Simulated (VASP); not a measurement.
Here is a VASP 6.6.1 calculation.

The input INCAR:

```
ALGO     = Normal         # electronic algorithm
EDIFF    = 1E-6           # SCF threshold, eV
ENCUT    = 520            # plane-wave cutoff, eV
GGA      = PE             # functional
ISIF     = 2              # what is computed and relaxed
ISMEAR   = 0              # smearing method
LASPH    = T              # aspherical terms in the spheres
LCHARG   = F              # write CHGCAR
LREAL    = F              # projectors in reciprocal space
LWAVE    = F              # write WAVECAR
NBANDS   = 15             # bands
NELM     = 60             # most SCF steps
PREC     = Accurate       # precision mode
SIGMA    = 0.05           # smearing width, eV
```

The input KPOINTS:

```
k-points
0
Gamma
  6 6 6
```

Contents of POSCAR:

```
KI
1.0
    0.0000000000      3.6479092500      3.5245500000
    3.5245500000      0.0000000000      3.5245500000
    3.5245500000      3.6479092500      0.0000000000
K I
1 1
Direct
    0.0000000000      0.0000000000      0.0000000000
    0.5000000000      0.5000000000      0.5000000000
```

Potentials or basis: VASP PAW PBE potentials, release 64 (K_sv, I).

Run with:

```sh
$ cat potpaw_PBE.64/K_sv/POTCAR potpaw_PBE.64/I/POTCAR > POTCAR
$ mpirun -np 1 vasp_std > vasp.out
```

(1) Estimate the band gap on the k mesh.

(2) Estimate the pressure.

Results:

(1) 3.90 eV.

(2) 0.3 GPa.

Caveat: the cell differs from its parent crystal (strain +0.0350 x Voigt [0, 1, 0, 0, 0, 0]); spin-orbit coupling is left out, which moves the levels of the heavy elements.
